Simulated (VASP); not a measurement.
AlNi, 6 atoms in the cell. The structure is monoclinic, space group Cm (No. 8). The conventional cell has a = 4.091 Å, b = 4.091 Å, c = 8.686 Å, α = 90.00°, β = 92.25°, γ = 90.00°. Within 3.0 Å of Al (site symmetry m) lie 8 Ni at 2.24 to 2.79 Å and 6 Al at 2.89 to 2.91 Å. Al (site symmetry m) has 8 Ni at 2.51 Å and 6 Al at 2.89 to 2.91 Å within 3.3 Å. Al (site symmetry m) has 8 Ni at 2.51 Å and 6 Al at 2.89 Å within 3.3 Å. Within 3.0 Å of Ni (site symmetry m) lie 8 Al at 2.24 to 2.79 Å and 6 Ni at 2.89 to 2.91 Å. Ni (site symmetry m) has 8 Al at 2.51 Å and 6 Ni at 2.89 Å within 3.3 Å. Within 3.3 Å of Ni (site symmetry m) lie 8 Al at 2.51 Å and 6 Ni at 2.89 to 2.91 Å.  This cell differs from its parent crystal: the part above a cut slid along it.

| Quantity | Value |
| --- | --- |
| Program | VASP 6.6.1 |
| Task | single point |
| Functional | PBE |
| Potentials or basis | VASP PAW PBE potentials, release 64 (Al, Ni) |
| Cutoff | 520 eV |
| k mesh | 20 × 20 × 7 |
| Occupations | gaussian, width 0.15 eV |
| Spin | no spin polarisation |
| Dipole correction | no |
| Further INCAR settings | ALGO = Fast; EDIFF = 1e-06; NBANDS = 28 |

Potentials or basis: VASP PAW PBE potentials, release 64 (Al, Ni).

Run with:

```console
$ cat potpaw_PBE.64/Al/POTCAR potpaw_PBE.64/Ni/POTCAR > POTCAR
$ mpirun -np 1 vasp_std > vasp.out
```

Hardware: 1 thread of Oxide Virtual Turin-like Processor (shared host).

Estimate the wall time of this run.

Run time: 53 min on 1 thread of Oxide Virtual Turin-like Processor, on a shared host, peak memory 1.1 GiB. Counts: scf iterations 17, k points 741.
